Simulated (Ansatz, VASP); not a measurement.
Os in VASP and in Ansatz

Contents of INCAR:

```
SYSTEM = Os
  ALGO = Normal
  EDIFF = 1E-6
  ENCUT = 520
  GGA = PS
  ISIF = 2
  ISMEAR = 0
  LASPH = .TRUE.
  LCHARG = .TRUE.
  LELF = .TRUE.
  LREAL = .FALSE.
  LVHAR = .TRUE.
  LWAVE = .FALSE.
  NBANDS = 10
  NELM = 100
  PREC = Accurate
  SIGMA = 0.1
```

KPOINTS

```
k-points
0
G
  8 8 8
  0 0 0
```

File POSCAR:

```
Os
1.0
   -1.5720969616      1.5720969616      1.5720969616
    1.5720969616     -1.5720969616      1.5720969616
    1.5720969616      1.5720969616     -1.5720969616
Os
1
Direct
    0.0000000000      0.0000000000      0.0000000000
```

Input for Ansatz:

```yaml
crystal:
  lattice:
    - [-1.5720969616, 1.5720969616, 1.5720969616]
    - [1.5720969616, -1.5720969616, 1.5720969616]
    - [1.5720969616, 1.5720969616, -1.5720969616]
  atoms:
    - { symbol: Os, position: [0.0, 0.0, 0.0] }
basis:
  ecutwfc: 420
kpoints:
  mp_grid: { grid: [8, 8, 8] }
hamiltonian:
  xc: pbesol
scf:
  occupations: { method: gaussian, width: 0.1 }
  lower_state_search: "off"
output:
  forces: true
  stress: true
  eigenvalues: true
```

Alike in both runs: task single point; functional PBEsol; k mesh 8 × 8 × 8; occupations gaussian, width 0.1 eV; no spin polarisation.

|  | VASP | Ansatz |
| --- | --- | --- |
| version | VASP 6.6.1 | Ansatz 0.2.0 |
| potentials or method | VASP PAW PBE potentials, release 64 (Os), cutoff 520 eV | scalar-relativistic, plane waves, PAW |
| valence electrons in the cell | 8 | 16 |

|  | VASP | Ansatz | Ansatz less VASP |
| --- | --- | --- | --- |
| gap on the k mesh at the Fermi level (eV) | none | none | - |
| pressure (GPa) | -25.5 | -25.5 | +0.02 |

VASP's potentials were made for PBE, not for PBEsol. A gap of «none» marks a metal or a gap that the smearing closes. VASP's potentials hold 8 valence electrons a cell and Ansatz's 16, so a difference there can come from the potentials and not from the codes.

Neither program's run includes spin-orbit coupling.
